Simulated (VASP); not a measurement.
A run of VASP 6.6.1 is set up as follows.

INCAR

```
PREC = Accurate
ENCUT = 520
EDIFF = 1E-6
ISMEAR = 0
SIGMA = 0.01
LREAL = F
LASPH = T
NELM = 60
ALGO = Normal
ISIF = 2
LWAVE = F
LCHARG = F
GGA = PE
NBANDS = 30
```

Contents of KPOINTS:

```
Automatic mesh
0
Gamma
  6 6 6
```

The input POSCAR:

```
CsSnI3
1.0
    5.9296850283      0.0000000000      0.0000000000
    0.0000000000      5.9296850283      0.0000000000
    0.0000000000      0.0000000000      5.9296850283
Cs Sn I
1 1 3
Direct
    0.0000000000      0.0000000000      0.0000000000
    0.5000000000      0.5000000000      0.5000000000
    0.0000000000      0.5000000000      0.5000000000
    0.5000000000      0.0000000000      0.5000000000
    0.5000000000      0.5000000000      0.0000000000
```

Potentials or basis: VASP PAW PBE potentials, release 64 (Cs_sv, Sn_d, I).

Launch:

```bash
$ cat potpaw_PBE.64/Cs_sv/POTCAR potpaw_PBE.64/Sn_d/POTCAR potpaw_PBE.64/I/POTCAR > POTCAR
$ mpirun -np 1 vasp_std > vasp.out
```

**Question.** What does it give for the band gap on the k mesh?

**Answer.** Zero (filled and empty bands touch).

**Question.** Estimate the pressure.

**Answer.** 4.0 GPa.

Caveat: spin-orbit coupling is left out, which moves the levels of the heavy elements.
